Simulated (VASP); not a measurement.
A run of VASP 6.6.1 is set up as follows.

Contents of INCAR:

```
SYSTEM = Al2O3
PREC = Accurate
ENCUT = 520
EDIFF = 1E-7
ISMEAR = -1
SIGMA = 0.05
LREAL = .FALSE.
LASPH = .TRUE.
NELM = 60
ALGO = Normal
ISIF = 2
LWAVE = .FALSE.
LCHARG = .FALSE.
GGA = PS
NBANDS = 35
```

KPOINTS

```
regular mesh
0
G
  5 3 7
  0 0 0
```

The input POSCAR:

```
Al2O3
1.0
    4.6661412867      0.0000000000      0.0000000000
    0.0000000000      9.6609548223      0.0000000000
    0.0000000000      0.0000000000      3.0030127713
Al O
4 6
Direct
    1.0743642635      0.8300782537      0.0000000000
   -0.0743642635      0.1699217463      0.0000000000
    0.5743642635      0.6699217463      0.5000000000
    0.4256357365      0.3300782537      0.5000000000
    0.5000000000      0.5000000000      0.5000000000
    0.2533474327      0.7743948847      0.5000000000
    0.2466525673      0.2743948847      0.0000000000
    0.7533474327      0.7256051153      0.0000000000
    0.0000000000      0.0000000000      0.0000000000
    0.7466525673      0.2256051153      0.5000000000
```

Potentials or basis: VASP PAW PBE potentials, release 64 (Al, O).

Command:

```console
$ cat potpaw_PBE.64/Al/POTCAR potpaw_PBE.64/O/POTCAR > POTCAR
$ mpirun -np 1 vasp_std > vasp.out
```

**Question.** Predict the largest force.

**Answer.** 0.051 eV/Å.

**Question.** What does it give for the band gap on the k mesh?

**Answer.** 3.40 eV.

**Question.** What does it give for the pressure?

**Answer.** 0.2 GPa.

Forces in eV/Å, atoms in the order of the input:
```
Al   0.010 -0.050  0.000
Al  -0.010  0.050  0.000
Al   0.010  0.050  0.000
Al  -0.010 -0.050  0.000
O    0.000  0.000  0.000
O    0.005 -0.004  0.000
O   -0.005 -0.004  0.000
O    0.005  0.004  0.000
O    0.000  0.000  0.000
O   -0.005  0.004  0.000
```

Caveat: the PAW data sets were made with another functional, which shifts forces and pressure a little; an odd mesh through Γ misses points on the zone boundary, where band edges can lie.
